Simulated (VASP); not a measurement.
Input of a VASP 6.6.1 run:

The input INCAR:

```
SYSTEM = Tl
PREC = Accurate ; ENCUT = 520
EDIFF = 1E-6 ; ISMEAR = 0
SIGMA = 0.15 ; LREAL = .False.
LASPH = .True. ; NELM = 80
ALGO = Fast ; ISIF = 2
LWAVE = .False. ; LCHARG = .False.
GGA = PS ; NBANDS = 12
```

The input KPOINTS:

```
Automatic mesh
0
Gamma
  18 18 18
  0 0 0
```

The input POSCAR:

```
Tl
1.0
   -1.9992300000      1.9410000000      1.9410000000
    1.9992300000     -1.9410000000      1.9410000000
    1.9992300000      1.9410000000     -1.9410000000
Tl
1
Direct
    0.0000000000      0.0000000000      0.0000000000
```

Potentials or basis: VASP PAW PBE potentials, release 64 (Tl_d).

Run with:

```sh
$ cat potpaw_PBE.64/Tl_d/POTCAR > POTCAR
$ mpirun -np 1 vasp_std > vasp.out
```

Q: Predict the pressure.

A: -1.7 GPa.

Stress tensor (GPa, compression positive):
```
-1.96  0.00  0.00
 0.00 -1.63  0.00
 0.00  0.00 -1.63
```

Caveat: the cell differs from its parent crystal (strain +0.0300 x Voigt [1, 0, 0, 0, 0, 0]); the PAW data sets were made with another functional, which shifts forces and pressure a little.
